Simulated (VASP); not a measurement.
Runs of VASP 6.6.1 on Zr3SiO. The structure is that of space group Pm-3m (No. 221), or close to it. The cells are those of the table. 

```tsv
task	spin	cell	k mesh	cutoff (eV)	gap on the mesh (eV)	pressure (GPa)	relaxed volume (Å³/atom)
relaxation of cell and atoms	off	relaxed from a = 4.276 Å, 5 atoms	4 × 4 × 4	600	none	-0.4	17.05
single point	off	a = 4.276 Å, 5 atoms	4 × 4 × 4	520	none	14.8	-
relaxation of cell and atoms	off	relaxed from a = 4.394 Å, 5 atoms	8 × 8 × 8	600	none	0.0	16.99
single point	collinear, ferromagnetic start	a = 4.394 Å, 5 atoms	4 × 4 × 4	520	none	0.4	-
single point	off	a = 4.395 Å, 5 atoms	8 × 8 × 8	520	none	(a)	-
single point	off	a = 4.394 Å, 5 atoms	4 × 4 × 4	520	none	0.4	-
```

Alike in all rows: level PBE; potentials or basis VASP PAW PBE potentials, release 64 (Zr_sv, Si, O); smearing gaussian 0.1 eV.

**Question.** Estimate the missing entries.

**Answer.** (a) 0.1.

Caveats: some runs use coarse meshes.

A k mesh can miss the band edges, and the runs leave out spin-orbit coupling on Zr.

A gap of «none» marks levels without a gap at the run's occupations.
